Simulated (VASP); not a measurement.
Co:

```xyz
2
Lattice="0.0000 2.4634 2.4634 2.4634 0.0000 2.4634 2.4634 2.4634 0.0000" Properties=species:S:1:pos:R:3 pbc="T T T"
Co    0.6159    0.6159    0.6159
Co    4.3110    4.3110    4.3110
```

This isn't the form of Co at room conditions, which is hcp.

- Program: VASP 6.6.1
- Task: relaxation of cell and atoms
- Functional: BLYP
- Potentials or basis: VASP PAW PBE potentials, release 64 (Co_sv)
- Cutoff: 690 eV
- k mesh: 11 × 11 × 11
- Occupations: fermi-dirac, width 0.05 eV
- Spin: collinear spin, ferromagnetic start
- Starting moments: [1.7, 1.7] μB

At the start: pressure 12.1 GPa; volume 14.95 Å³/atom.

Where does the relaxation end?

Over 4 steps the energy falls by 87.2 meV/atom and the volume is 16.88 Å³/atom (+12.9 %); space group Fd-3m (No. 227, to 0.1 Å) before and after; moment 3.40 μB per cell.

The path:
| step | energy change (eV) | largest force (eV/Å) | pressure (GPa) | volume (Å³) |
| --- | --- | --- | --- | --- |
| 1 | 0.0000 | 0.0000 | 12.11 | 29.90 |
| 2 | -0.1608 | 0.0000 | -3.35 | 35.06 |
| 3 | -0.1737 | 0.0000 | -0.87 | 34.09 |
| 4 | -0.1745 | 0.0000 | 0.07 | 33.76 |

Final structure:
```cif
data_structure
_symmetry_space_group_name_H-M 'P 1'
_symmetry_Int_Tables_number 1
_cell_length_a 3.6278
_cell_length_b 3.6278
_cell_length_c 3.6278
_cell_angle_alpha 60.000
_cell_angle_beta 60.000
_cell_angle_gamma 60.000
_cell_volume 33.76
loop_
_atom_site_label
_atom_site_type_symbol
_atom_site_fract_x
_atom_site_fract_y
_atom_site_fract_z
_atom_site_occupancy
Co1 Co 0.12500 0.12500 0.12500 1
Co2 Co 0.87500 0.87500 0.87500 1
```

Caveat: the PAW data sets were made with another functional, which shifts forces and pressure a little.
